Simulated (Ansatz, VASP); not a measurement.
**Two plane-wave programs on MoPbS4**

```xyz
6
Lattice="7.5415 0.0000 0.0000 0.0000 7.5415 0.0000 0.0000 0.0000 3.1874" Properties=species:S:1:pos:R:3 pbc="T T T"
Mo    0.0000    0.0000    0.0000
Pb    3.7707    3.7707    0.0000
S     0.9888    3.7707    0.0000
S     6.5527    3.7707    0.0000
S     3.7707    0.9888    0.0000
S     3.7707    6.5527    0.0000
```

Alike in both runs: task relaxation of cell and atoms; functional PBE; k mesh 2 × 2 × 6; occupations gaussian, width 0.1 eV; collinear spin.

|  | VASP | Ansatz |
| --- | --- | --- |
| version | VASP 6.6.1 | Ansatz 0.2.0 |
| potentials or method | VASP PAW PBE potentials, release 64 (Mo_sv, Pb_d, S), cutoff 600 eV | scalar-relativistic, plane waves, PAW |
| valence electrons in the cell | 52 | 52 |

|  | VASP | Ansatz | Ansatz less VASP |
| --- | --- | --- | --- |
| gap on the k mesh at the Fermi level, each at its own relaxed structure (eV) | none | none | - |
| net moment per atom (μB) | 0.74 | 0.74 | 0.000 |
| size of the moment on the site where the two differ most (μB) | 3.52 | 3.43 | -0.086 |
| relaxed volume (Å³/atom) | 29.74 | 30.09 | +0.356 |
| relaxed cell length with the largest relative difference (Å) | 7.726 | 7.757 | +0.0313 |

Site moments also hang on the region over which each program counts them. A gap of «none» marks a metal or a gap that the smearing closes.

The k mesh is coarse, so the values compare programs but aren't converged. Neither program's run includes spin-orbit coupling.
